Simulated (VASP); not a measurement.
# Ag2Pd (Fm-3m) in VASP: further runs, part 2 of 3

VASP 6.6.1. The steps go on from the part before.

**4. Relaxation of cell and atoms, PBE**

INCAR

```
SYSTEM = Ag2Pd
ALGO = Normal
EDIFF = 1E-7
EDIFFG = -0.04
ENCUT = 600
GGA = PE
IBRION = 2
ISIF = 3
ISMEAR = 0
LASPH = .True.
LCHARG = .False.
LREAL = .False.
LWAVE = .False.
NELM = 80
NSW = 90
PREC = Accurate
SIGMA = 0.1
```

KPOINTS

```
k-points
0
Gamma
  6 6 6
  0 0 0
```

POSCAR

```
Ag2Pd
1.0
    0.0000000000      2.9666952807      2.9666952807
    2.9666952807      0.0000000000      2.9666952807
    2.9666952807      2.9666952807      0.0000000000
Ag Pd
2 1
Direct
    0.2500000000      0.2500000000      0.2500000000
    0.7500000000      0.7500000000      0.7500000000
    0.0000000000      0.0000000000      0.0000000000
```

Potentials or basis: VASP PAW PBE potentials, release 64 (Ag, Pd).

Run with:

```
$ cat potpaw_PBE.64/Ag/POTCAR potpaw_PBE.64/Pd/POTCAR > POTCAR
$ mpirun -np 1 vasp_std > vasp.out
```

OUTCAR:

```text
SYSTEM = Ag2Pd
   EDIFF = 1E-7
   EDIFFG = -0.04
   ENCUT = 600
   GGA = PE
   IBRION = 2
   ISIF = 3
   ISMEAR = 0
   LASPH = .True.
   LREAL = .False.
   NELM = 80
   NSW = 90
   PREC = Accurate

 ion  position               nearest neighbor table
   1  0.250  0.250  0.250-   3 2.57   3 2.57   3 2.57   3 2.57   2 2.97   2 2.97   2 2.97   2 2.97
                             2 2.97   2 2.97
   2  0.750  0.750  0.750-   3 2.57   3 2.57   3 2.57   3 2.57   1 2.97   1 2.97   1 2.97   1 2.97
                             1 2.97   1 2.97
   3  0.000  0.000  0.000-   1 2.57   2 2.57   2 2.57   2 2.57   2 2.57   1 2.57   1 2.57   1 2.57

  LATTYP: Found a face centered cubic cell.
 ALAT       =     5.9333905614

  Lattice vectors:

 A1 = (   0.0000000000,   2.9666952807,   2.9666952807)
 A2 = (   2.9666952807,   0.0000000000,   2.9666952807)
 A3 = (   2.9666952807,   2.9666952807,   0.0000000000)

Analysis of symmetry for initial positions (statically):
=====================================================================
 Subroutine PRICEL returns:
 Original cell was already a primitive cell.

 Routine SETGRP: Setting up the symmetry group for a
 face centered cubic supercell.

 Subroutine GETGRP returns: Found 48 space group operations
 (whereof 48 operations were pure point group operations)
 out of a pool of 48 trial point group operations.

The static configuration has the point symmetry O_h .

Analysis of symmetry for dynamics (positions and initial velocities):
=====================================================================
 Subroutine PRICEL returns:
 Original cell was already a primitive cell.

 Routine SETGRP: Setting up the symmetry group for a
 face centered cubic supercell.

 Subroutine GETGRP returns: Found 48 space group operations
 (whereof 48 operations were pure point group operations)
 out of a pool of 48 trial point group operations.

The dynamic configuration has the point symmetry O_h .

 Subroutine INISYM returns: Found 48 space group operations
 (whereof 48 operations are pure point group operations),
 and found     1 'primitive' translations

----------------------------------------------------------------------------------------

                                     Primitive cell

  volume of cell :      52.2214

  direct lattice vectors                    reciprocal lattice vectors
     0.000000000  2.966695281  2.966695281    -0.168537700  0.168537700  0.168537700
     2.966695281  0.000000000  2.966695281     0.168537700 -0.168537700  0.168537700
     2.966695281  2.966695281  0.000000000     0.168537700  0.168537700 -0.168537700

  length of vectors
     4.195540701  4.195540701  4.195540701     0.291915860  0.291915860  0.291915860

  position of ions in fractional coordinates (direct lattice)
     0.250000000  0.250000000  0.250000000
     0.750000000  0.750000000  0.750000000
     0.000000000  0.000000000  0.000000000

  ion indices of the primitive-cell ions
   primitive index   ion index
                 1           1
                 2           2
                 3           3

----------------------------------------------------------------------------------------

 KPOINTS: k-points

Automatic generation of k-mesh.
 Grid dimensions read from file:
 generate k-points for:    6    6    6

 Generating k-lattice:

  Cartesian coordinates                     Fractional coordinates (reciprocal lattice)
    -0.028089617  0.028089617  0.028089617     0.166666667  0.000000000  0.000000000
     0.028089617 -0.028089617  0.028089617     0.000000000  0.166666667  0.000000000
     0.028089617  0.028089617 -0.028089617     0.000000000  0.000000000  0.166666667

  Length of vectors
     0.048652643  0.048652643  0.048652643

  Shift w.r.t. Gamma in fractional coordinates (k-lattice)
     0.000000000  0.000000000  0.000000000

 Subroutine IBZKPT returns following result:
 ===========================================

 Found     16 irreducible k-points:

 Following reciprocal coordinates:
            Coordinates               Weight
  0.000000  0.000000  0.000000      1.000000
  0.166667  0.000000  0.000000      8.000000
  0.333333  0.000000  0.000000      8.000000
  0.500000  0.000000  0.000000      4.000000
  0.166667  0.166667  0.000000      6.000000
  0.333333  0.166667  0.000000     24.000000
[... 8 lines left out ...]
 -0.333333  0.333333  0.166667     24.000000
 -0.333333  0.500000  0.166667     12.000000
   k-points           NKPTS =     16   k-points in BZ     NKDIM =     16   number of bands    NBANDS=     20
   number of dos      NEDOS =    301   number of ions     NIONS =      3
   total plane-waves  NPLWV =  46656
   dimension x,y,z NGX =    36 NGY =   36 NGZ =   36
   dimension x,y,z NGXF=    72 NGYF=   72 NGZF=   72
   ions per type =               2   1
   NGX,Y,Z   is equivalent  to a cutoff of  14.26, 14.26, 14.26 a.u.
   NGXF,Y,Z  is equivalent  to a cutoff of  28.53, 28.53, 28.53 a.u.
 SYSTEM =  Ag2Pd
   PREC   = accura    normal or accurate (medium, high low for compatibility)
   ISTART =      0    job   : 0-new  1-cont  2-samecut
   ICHARG =      2    charge: 1-file 2-atom 10-const
   ISPIN  =      1    spin polarized calculation?
   LNONCOLLINEAR =      F non collinear calculations
   LSORBIT =      F    spin-orbit coupling
   LASPH  =      T    aspherical Exc in radial PAW
   ENCUT  =  600.0 eV  44.10 Ry    6.64 a.u.   8.38  8.38  8.38*2*pi/ulx,y,z
   NELM   =     80;   NELMIN=  2; NELMDL= -5     # of ELM steps
   EDIFF  = 0.1E-06   stopping-criterion for ELM
   LREAL  =      F    real-space projection
   EDIFFG = -.4E-01   stopping-criterion for IOM
   NSW    =     90    number of steps for IOM
   IBRION =      2    ionic relax: 0-MD 1-quasi-New 2-CG
   NFREE  =      1    steps in history (QN), initial steepest desc. (CG)
   ISIF   =      3    stress and relaxation
   ISYM   =      2    0-nonsym 1-usesym 2-fastsym
   POTIM  = 0.5000    time-step for ionic-motion
   TEBEG  =    0.0;   TEEND  =   0.0 temperature during run
   PSTRESS=    0.0 pullay stress
   NELECT =      32.0000    total number of electrons
   NUPDOWN=      -1.0000    fix difference up-down
   EMIN   =  10.00;   EMAX   =-10.00  energy-range for DOS
   EFERMI =   0.00;   METHOD = LEGACY
   ISMEAR =     0;   SIGMA  =   0.10  broadening in eV -4-tet -1-fermi 0-gaus
   EFERMI_NEDOS =   21; number of points for ismear=-14 and -15
   IALGO  =     38    algorithm
   IMIX   =      4    mixing-type and parameters
     AMIX     =   0.40;   BMIX     =  1.00
     AMIX_MAG =   1.60;   BMIX_MAG =  1.00
  volume/ion in A,a.u.               =      17.41       117.47
  Fermi-wavevector in a.u.,A,eV,Ry     =   1.390514  2.627690 26.307244  1.933528
  Thomas-Fermi vector in A             =   2.514441
   LORBIT       =      0    0 simple, 1 ext, 2 COOP (PROOUT), +10 PAW based schemes
   GGA     = PE    functional components
   LHFCALC =     F    Hartree Fock is set to
   AEXX    =    0.0000 exact exchange contribution
   IVDW    =     0    specifies the selected vdW correction
   LEPSILON=     F    determine dielectric tensor
   LRPA    =     F    only Hartree local field effects (RPA)
 conjugate gradient relaxation of ions
 non-spin polarized calculation
 Gauss-broadening in eV      SIGMA  =   0.10
  energy-cutoff  :      600.00
  volume of cell :       52.22
 maximum number of plane-waves:      1807
 NGX is ok and might be reduce to    36
   NGX = 17   NGY = 17   NGZ = 17

--------------------------------------- Ionic step        1  -------------------------------------------

 number of electron      32.0000000 magnetization

 Free energy of the ion-electron system (eV)
  ---------------------------------------------------
  ext. energy  EPLUGINS =         0.00000000
  ---------------------------------------------------
  free energy    TOTEN  =        -9.39112442 eV

  energy without entropy =       -9.38422296  energy(sigma->0) =       -9.38767369

------------------------ aborting loop because EDIFF is reached ----------------------------------------

  FORCE on cell =-STRESS in cart. coord.  units (eV):
  Direction    XX          YY          ZZ          XY          YZ          ZX
  --------------------------------------------------------------------------------------
  -------------------------------------------------------------------------------------
  Total        6.2850211      6.2850211      6.2850211      0.0000000      0.0000000      0.0000000
  in kB      192.8272916    192.8272916    192.8272916      0.0000000      0.0000000      0.0000000
  external PRESSURE =     192.8272916 kB  Pullay stress =       0.0000000 kB
[... 59 lines left out ...]
  energy  without entropy=       -9.5846640874  energy(sigma->0) =       -9.59045223

--------------------------------------- Ionic step        3  -------------------------------------------

 number of electron      32.0000001 magnetization

 Free energy of the ion-electron system (eV)
  ---------------------------------------------------
  ext. energy  EPLUGINS =         0.00000000
  ---------------------------------------------------
  free energy    TOTEN  =        -9.83255759 eV

  energy without entropy =       -9.82492653  energy(sigma->0) =       -9.82874206

 E-fermi :   5.7060     XC(G=0): -11.0091

 val. band max:        5.5461390235   @ k =  -0.3333   0.3333   0.1667
 cond. band min:       5.7119423401   @ k =  -0.3333   0.3333   0.1667
 fundamental gap:      0.1658033166
 Fermi energy:         5.7060006115

 k-point     1 :       0.0000    0.0000    0.0000
  band No.  band energies     occupation
      1      -0.1555      2.00000
      2       0.7914      2.00000
      3       0.7914      2.00000
      4       1.3806      2.00000
      5       1.3806      2.00000
      6       1.3806      2.00000
[... 12 lines left out ...]
     19      13.6553      0.00000
[... 374 lines left out ...]
  FREE ENERGIE OF THE ION-ELECTRON SYSTEM (eV)
  ---------------------------------------------------
  free  energy   TOTEN  =        -9.8325575907 eV

  energy  without entropy=       -9.8249265300  energy(sigma->0) =       -9.82874206

 reached required accuracy - stopping structural energy minimisation
```

Wall time 58 s (1 thread of Intel Xeon 6975P-C, shared host); peak memory 0.22 GiB.

Results:

- Free energy: -9.8326 eV
- Relaxed volume: 20.33 Å³/atom
- Relaxed cell: a = 4.419 Å, b = 4.419 Å, c = 4.419 Å, α = 60.00°, β = 60.00°, γ = 60.00°
- Space group after relaxing (to 0.05 Å): Fm-3m (No. 225)
- Energy gained by relaxing: 147.1 meV/atom
- Ionic steps: 3
- Pressure after relaxing: -0.1 GPa
- Band gap on the k mesh: zero (band 16 reaches 6.08 eV, above the bottom of band 17 at 5.71 eV)

Step by step:
```csv
step,energy change (eV),largest force (eV/Å),pressure (GPa),volume (Å³)
1,0.0000,0.0000,19.28,52.22
2,-0.2051,0.0000,-7.36,69.71
3,-0.4414,0.0000,-0.13,61.00
```

Final structure:
```
Ag Pd
1.0
     0.00000    3.12445    3.12445
     3.12445    0.00000    3.12445
     3.12445    3.12445    0.00000
Ag Pd
2 1
Direct
  0.25000 0.25000 0.25000
  0.75000 0.75000 0.75000
  0.00000 0.00000 0.00000
```

Caveat: the volume moved by over 15 % at a fixed basis, so the end points are rough.

(Part 2 of 3 ends here.)
